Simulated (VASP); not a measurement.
# MnO2 (P-3m1) in VASP: single point with LDA

Aim: the single point of MnO2 with LDA.

Everything below comes from runs of VASP 6.6.1. Logs are shortened: lines on timing, memory, paths and dates and some standing lists are left out, and cuts for length are marked.

**1. The cell of the first run**

The structure is trigonal, space group P-3m1 (No. 164). Conventional cell: a = 2.857 Å, b = 2.857 Å, c = 4.601 Å, α = 90.00°, β = 90.00°, γ = 120.00°. Within 2.5 Å of Mn (site symmetry -3m) lie 6 O at 1.90 Å. O (site symmetry 3m) has 3 Mn at 1.90 Å and 3 O at 2.51 Å within 2.6 Å.

**2. Single point, LDA, collinear spin, ferromagnetic start**

POSCAR

```
MnO2
1.0
    2.8565781804      0.0000000000      0.0000000000
   -1.4282890902      2.4738692722      0.0000000000
    0.0000000000      0.0000000000      4.6013740589
Mn O
1 2
Direct
    0.0000000000      0.0000000000      0.5000000000
    0.6666666667      0.3333333333      0.2937074300
    0.3333333333      0.6666666667      0.7062925700
```

INCAR.step1

```
SYSTEM = MnO2
PREC     = Accurate       ! precision mode
ENCUT    = 520            ! plane-wave cutoff, eV
EDIFF    = 1E-7           ! SCF threshold, eV
ISMEAR   = -1             ! smearing method
SIGMA    = 0.03           ! smearing width, eV
LREAL    = .False.        ! projectors in reciprocal space
LASPH    = .True.         ! aspherical terms in the spheres
NELM     = 150            ! most SCF steps
ALGO     = Normal         ! electronic algorithm
ISIF     = 2              ! what is computed and relaxed
LWAVE    = .False.        ! write WAVECAR
LCHARG   = .True.         ! write CHGCAR
ISPIN    = 2              ! spin polarisation
MAGMOM   = 2.5 0 0        ! initial moments
LMAXMIX  = 4              ! l up to which the mixer works
GGA      = CA             ! functional
NBANDS   = 24             ! bands
```

KPOINTS.step1

```
Automatic mesh
0
Gamma
  11 11 6
  0 0 0
```

INCAR.step2

```
SYSTEM = MnO2
PREC     = Accurate       ! precision mode
ENCUT    = 520            ! plane-wave cutoff, eV
EDIFF    = 1E-7           ! SCF threshold, eV
ISMEAR   = -5             ! smearing method
SIGMA    = 0.03           ! smearing width, eV
LREAL    = .False.        ! projectors in reciprocal space
LASPH    = .True.         ! aspherical terms in the spheres
NELM     = 150            ! most SCF steps
ALGO     = Normal         ! electronic algorithm
ISIF     = 2              ! what is computed and relaxed
LWAVE    = .False.        ! write WAVECAR
LCHARG   = .False.        ! write CHGCAR
ISPIN    = 2              ! spin polarisation
MAGMOM   = 2.5 0 0        ! initial moments
LORBIT   = 11             ! projections on sites
LMAXMIX  = 4              ! l up to which the mixer works
GGA      = CA             ! functional
NEDOS    = 1001           ! points of the DOS
ICHARG   = 11             ! starting density
```

KPOINTS.step2

```
Automatic mesh
0
Gamma
  17 17 9
  0 0 0
```

Potentials or basis: VASP PAW LDA potentials, release 64 (Mn_pv, O).

The run is started by

```console
cat potpaw_LDA.64/Mn_pv/POTCAR potpaw_LDA.64/O/POTCAR > POTCAR
cp INCAR.step1 INCAR
cp KPOINTS.step1 KPOINTS
mpirun -np 1 vasp_std > vasp.out
cp INCAR.step2 INCAR
cp KPOINTS.step2 KPOINTS
mpirun -np 1 vasp_std > vasp.out
```

OUTCAR:

```text
SYSTEM = MnO2
   PREC = Accurate
   ENCUT = 520
   EDIFF = 1E-7
   ISMEAR = -5
   LREAL = .False.
   LASPH = .True.
   NELM = 150
   ISIF = 2
   ISPIN = 2
   LORBIT = 11
   GGA = CA
   ICHARG = 11

 ion  position               nearest neighbor table
   1  0.000  0.000  0.500-   2 1.90   3 1.90   2 1.90   3 1.90   2 1.90   3 1.90
   2  0.667  0.333  0.294-   1 1.90   1 1.90   1 1.90
   3  0.333  0.667  0.706-   1 1.90   1 1.90   1 1.90

  LATTYP: Found a hexagonal cell.
 ALAT       =     2.8565781804
 C/A-ratio  =     1.6107992739

  Lattice vectors:

 A1 = (   2.8565781804,   0.0000000000,   0.0000000000)
 A2 = (  -1.4282890902,   2.4738692722,   0.0000000000)
 A3 = (   0.0000000000,   0.0000000000,   4.6013740589)

Analysis of symmetry for initial positions (statically):
=====================================================================
 Subroutine PRICEL returns:
 Original cell was already a primitive cell.

 Routine SETGRP: Setting up the symmetry group for a
 hexagonal supercell.

 Subroutine GETGRP returns: Found 12 space group operations
 (whereof 12 operations were pure point group operations)
 out of a pool of 24 trial point group operations.

The static configuration has the point symmetry D_3d.

Analysis of symmetry for dynamics (positions and initial velocities):
=====================================================================
 Subroutine PRICEL returns:
 Original cell was already a primitive cell.

 Routine SETGRP: Setting up the symmetry group for a
 hexagonal supercell.

 Subroutine GETGRP returns: Found 12 space group operations
 (whereof 12 operations were pure point group operations)
 out of a pool of 24 trial point group operations.

The dynamic configuration has the point symmetry D_3d.

Analysis of structural, dynamic, and magnetic symmetry:
=====================================================================
 Subroutine PRICEL returns:
 Original cell was already a primitive cell.

 Routine SETGRP: Setting up the symmetry group for a
 hexagonal supercell.

 Subroutine GETGRP returns: Found 12 space group operations
 (whereof 12 operations were pure point group operations)
 out of a pool of 24 trial point group operations.

The overall configuration has the point symmetry D_3d.

 Subroutine INISYM returns: Found 12 space group operations
 (whereof 12 operations are pure point group operations),
 and found     1 'primitive' translations

----------------------------------------------------------------------------------------

                                     Primitive cell

  volume of cell :      32.5170

  direct lattice vectors                    reciprocal lattice vectors
     2.856578180  0.000000000  0.000000000     0.350069187  0.202112539  0.000000000
    -1.428289090  2.473869272  0.000000000     0.000000000  0.404225078  0.000000000
     0.000000000  0.000000000  4.601374059     0.000000000  0.000000000  0.217326387

  length of vectors
     2.856578180  2.856578180  4.601374059     0.404225078  0.404225078  0.217326387

  position of ions in fractional coordinates (direct lattice)
     0.000000000  0.000000000  0.500000000
     0.666666667  0.333333333  0.293707430
     0.333333333  0.666666667  0.706292570

  ion indices of the primitive-cell ions
   primitive index   ion index
                 1           1
                 2           2
                 3           3

----------------------------------------------------------------------------------------

 KPOINTS: Automatic mesh

Automatic generation of k-mesh.
 Grid dimensions read from file:
 generate k-points for:   17   17    9

 Generating k-lattice:

  Cartesian coordinates                     Fractional coordinates (reciprocal lattice)
     0.020592305  0.011888973  0.000000000     0.058823529  0.000000000  0.000000000
     0.000000000  0.023777946  0.000000000     0.000000000  0.058823529  0.000000000
     0.000000000  0.000000000  0.024147376     0.000000000  0.000000000  0.111111111

  Length of vectors
     0.023777946  0.023777946  0.024147376

  Shift w.r.t. Gamma in fractional coordinates (k-lattice)
     0.000000000  0.000000000  0.000000000

 TETIRR: Found   3823 inequivalent tetrahedra from    15606

 Subroutine IBZKPT returns following result:
 ===========================================

 Found    261 irreducible k-points:

 Following reciprocal coordinates:
            Coordinates               Weight
  0.000000  0.000000  0.000000      1.000000
  0.058824  0.000000  0.000000      6.000000
  0.117647  0.000000  0.000000      6.000000
  0.176471  0.000000  0.000000      6.000000
  0.235294  0.000000  0.000000      6.000000
  0.294118  0.000000  0.000000      6.000000
[... 16 lines left out ...]
  0.411765  0.117647  0.000000     12.000000
  0.176471  0.176471  0.000000      6.000000
 [... further k-points ...]
   k-points           NKPTS =    261   k-points in BZ     NKDIM =    261   number of bands    NBANDS=     17
   number of dos      NEDOS =   1001   number of ions     NIONS =      3
   total plane-waves  NPLWV =  20736
   dimension x,y,z NGX =    24 NGY =   24 NGZ =   36
   dimension x,y,z NGXF=    48 NGYF=   48 NGZF=   72
   ions per type =               1   2
   NGX,Y,Z   is equivalent  to a cutoff of  13.97, 13.97, 13.01 a.u.
   NGXF,Y,Z  is equivalent  to a cutoff of  27.93, 27.93, 26.01 a.u.
 SYSTEM =  MnO2
   PREC   = accura    normal or accurate (medium, high low for compatibility)
   ISTART =      0    job   : 0-new  1-cont  2-samecut
   ICHARG =     11    charge: 1-file 2-atom 10-const
   ISPIN  =      2    spin polarized calculation?
   LNONCOLLINEAR =      F non collinear calculations
   LSORBIT =      F    spin-orbit coupling
   LASPH  =      T    aspherical Exc in radial PAW
   ENCUT  =  520.0 eV  38.22 Ry    6.18 a.u.   5.31  5.31  8.56*2*pi/ulx,y,z
   NELM   =    150;   NELMIN=  2; NELMDL=  0     # of ELM steps
   EDIFF  = 0.1E-06   stopping-criterion for ELM
   LREAL  =      F    real-space projection
   EDIFFG = 0.1E-05   stopping-criterion for IOM
   NSW    =      0    number of steps for IOM
   IBRION =     -1    ionic relax: 0-MD 1-quasi-New 2-CG
   NFREE  =      0    steps in history (QN), initial steepest desc. (CG)
   ISIF   =      2    stress and relaxation
   ISYM   =      2    0-nonsym 1-usesym 2-fastsym
   POTIM  = 0.5000    time-step for ionic-motion
   TEBEG  =    0.0;   TEEND  =   0.0 temperature during run
   PSTRESS=    0.0 pullay stress
   NELECT =      25.0000    total number of electrons
   NUPDOWN=      -1.0000    fix difference up-down
   EMIN   =  10.00;   EMAX   =-10.00  energy-range for DOS
   EFERMI =   0.00;   METHOD = LEGACY
   ISMEAR =    -5;   SIGMA  =   0.03  broadening in eV -4-tet -1-fermi 0-gaus
   EFERMI_NEDOS =   21; number of points for ismear=-14 and -15
   IALGO  =     38    algorithm
   IMIX   =      4    mixing-type and parameters
     AMIX     =   0.40;   BMIX     =  1.00
     AMIX_MAG =   1.60;   BMIX_MAG =  1.00
  volume/ion in A,a.u.               =      10.84        73.15
  Fermi-wavevector in a.u.,A,eV,Ry     =   1.499747  2.834111 30.602787  2.249241
  Thomas-Fermi vector in A             =   2.611337
   LORBIT       =     11    0 simple, 1 ext, 2 COOP (PROOUT), +10 PAW based schemes
   GGA     = CA    functional components
   LHFCALC =     F    Hartree Fock is set to
   AEXX    =    0.0000 exact exchange contribution
   IVDW    =     0    specifies the selected vdW correction
   LEPSILON=     F    determine dielectric tensor
   LRPA    =     F    only Hartree local field effects (RPA)
 spin polarized calculation
 Fermi weights with tetrahedron method with Bloechl corrections
  energy-cutoff  :      520.00
  volume of cell :       32.52
 maximum number of plane-waves:       890
 NGX is ok and might be reduce to    24

 number of electron      24.9999997 magnetization       2.9998650

 Free energy of the ion-electron system (eV)
  ---------------------------------------------------
  ext. energy  EPLUGINS =         0.00000000
  ---------------------------------------------------
  free energy    TOTEN  =       -26.11843627 eV

  energy without entropy =      -26.11843627  energy(sigma->0) =      -26.11843627

 E-fermi :   3.1680     XC(G=0): -11.4409

 val. band max:        3.1600781966   @ k =   0.0000   0.1176   0.4444
 cond. band min:       3.4707211402   @ k =   0.0000   0.0000   0.4444
 fundamental gap:      0.3106429436
 Fermi energy:         3.1680355963

 spin component 1

 k-point     1 :       0.0000    0.0000    0.0000
  band No.  band energies     occupation
      1     -46.7871      1.00000
      2     -46.7871      1.00000
      3     -46.7490      1.00000
      4     -16.4564      1.00000
      5     -14.0406      1.00000
      6      -3.3344      1.00000
[... 9 lines left out ...]
     16       5.7977      0.00000
     17       9.9175      0.00000
[... 443 lines left out ...]
      1     -46.8922      1.00000
      2     -46.8234      1.00000
      3     -46.7298      1.00000
      4     -15.4258      1.00000
      5     -14.3416      1.00000
      6      -2.9487      1.00000
[... 9 lines left out ...]
     16       5.0876      0.00000
     17      12.8527      0.00000

 [... further k-points ...]

 spin component 2

 k-point     1 :       0.0000    0.0000    0.0000
  band No.  band energies     occupation
      1     -44.0059      1.00000
      2     -44.0059      1.00000
      3     -43.8492      1.00000
      4     -16.2468      1.00000
      5     -13.8689      1.00000
      6      -2.5986      1.00000
[... 9 lines left out ...]
     16       7.1620      0.00000
     17      10.2328      0.00000
[... 443 lines left out ...]
      1     -44.1292      1.00000
      2     -44.0478      1.00000
      3     -43.8254      1.00000
      4     -15.2206      1.00000
      5     -14.1459      1.00000
      6      -2.2121      1.00000
[... 9 lines left out ...]
     16       6.5253      0.00000
     17      13.1014      0.00000

 [... further k-points ...]

------------------------ aborting loop because EDIFF is reached ----------------------------------------

  FORCE on cell =-STRESS in cart. coord.  units (eV):
  Direction    XX          YY          ZZ          XY          YZ          ZX
  --------------------------------------------------------------------------------------
  -------------------------------------------------------------------------------------
  Total       -1.8071862     -1.8071862     -1.1496872      0.0000000      0.0000000     -0.0000000
  in kB      -89.0436758    -89.0436758    -56.6473859      0.0000000      0.0000000     -0.0000000
  external PRESSURE =     -78.2449125 kB  Pullay stress =       0.0000000 kB

 VOLUME and BASIS-vectors are now :
 -----------------------------------------------------------------------------
  energy-cutoff  :      520.00
  volume of cell :       32.52
      direct lattice vectors                 reciprocal lattice vectors
     2.856578180  0.000000000  0.000000000     0.350069187  0.202112539  0.000000000
    -1.428289090  2.473869272  0.000000000     0.000000000  0.404225078  0.000000000
     0.000000000  0.000000000  4.601374059     0.000000000  0.000000000  0.217326387

 POSITION                                       TOTAL-FORCE (eV/Angst)
 -----------------------------------------------------------------------------------
      0.00000      0.00000      2.30069        -0.000000      0.000000     -0.000000
      1.42829      0.82462      1.35146         0.000000      0.000000      0.455024
     -0.00000      1.64925      3.24992        -0.000000      0.000000     -0.455024
 -----------------------------------------------------------------------------------
    total drift:                               -0.000000      0.000000      0.000000

  FREE ENERGIE OF THE ION-ELECTRON SYSTEM (eV)
  ---------------------------------------------------
  free  energy   TOTEN  =       -26.1184362716 eV

  energy  without entropy=      -26.1184362716  energy(sigma->0) =      -26.11843627

 total charge

# of ion       s       p       d       tot
------------------------------------------
    1        0.358   6.470   4.956  11.783
    2        1.570   3.390   0.000   4.960
    3        1.570   3.390   0.000   4.960
--------------------------------------------------
tot          3.498  13.249   4.956  21.703

 magnetization (x)

# of ion       s       p       d       tot
------------------------------------------
    1        0.029   0.036   2.720   2.784
    2        0.004   0.057   0.000   0.061
    3        0.004   0.057   0.000   0.061
--------------------------------------------------
tot          0.037   0.149   2.720   2.906
```

It took 6.5 min on 1 thread of Oxide Virtual Turin-like, shared host; peak memory 0.3 GiB.

Results:

```yaml
Net_moment: 3.00 μB per cell
Site_moments: Mn +2.78; O +0.06 μB
Valence_electrons_inside_the_program's_atomic_spheres: Mn 11.78; O 4.96
```

Levels at points of the mesh, in eV from the valence-band top:
Spin up:
```tsv
k point	band 10	band 11	band 12	band 13	band 14	band 15	band 16	band 17
(0.00, 0.00, 0.00)	-2.36	-1.66	-1.66	-1.41	-0.36	2.64	2.64	6.76
```
Spin down:
```
           k point  band 8  band 9  band 10  band 11  band 12  band 13  band 14  band 15
(0.00, 0.00, 0.00)   -5.27   -1.52    -1.52    -1.20     0.32     0.32     1.97     4.00
```

Caveat: a cell with one magnetic atom can't hold antiferromagnetic order, which such compounds often take.
